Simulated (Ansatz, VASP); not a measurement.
## WSe2: VASP beside Ansatz

```xyz
12
Lattice="3.3146 0.0000 0.0000 -1.6573 2.8705 0.0000 0.0000 0.0000 36.5370" Properties=species:S:1:pos:R:3 pbc="T T T"
W     1.6573    0.9568   33.1126
W     1.6573    0.9568   10.2776
W     0.0000    1.9137   26.2594
W     0.0000    1.9137    3.4244
Se    0.0000    1.9137   34.7742
Se    0.0000    1.9137   11.9383
Se    1.6573    0.9568   27.9213
Se    1.6573    0.9568    5.0861
Se    0.0000    1.9137   31.4509
Se    0.0000    1.9137    8.6157
Se    1.6573    0.9568   24.5987
Se    1.6573    0.9568    1.7628
```

Alike in both runs: functional r2SCAN; k mesh 12 × 12 × 1; occupations gaussian, width 0.02 eV; no spin polarisation.

Ansatz relaxed the structure, and its values are those at the end. VASP's run is a single point on that final structure, the one shown.

|  | VASP | Ansatz |
| --- | --- | --- |
| version | VASP 6.6.1 | Ansatz 0.2.0 |
| potentials or method | VASP PAW PBE potentials, release 64 (W_sv, Se), cutoff 520 eV | scalar-relativistic, plane waves, PAW |
| valence electrons in the cell | 104 | 184 |

```csv
,VASP,Ansatz,Ansatz less VASP
gap on the k mesh at the Fermi level (eV),1.45,1.45,+0.005
least direct gap on the mesh (eV),1.60,1.60,+0.002
rms of the force components (eV/Å),0.021,0.001,-0.0207
```

VASP's potentials were made for PBE, not for r2SCAN. With one functional, cell and mesh, what is left measures potentials, basis and numerics. VASP's potentials hold 104 valence electrons a cell and Ansatz's 184, so a difference there can come from the potentials and not from the codes.

Neither program's run includes spin-orbit coupling.
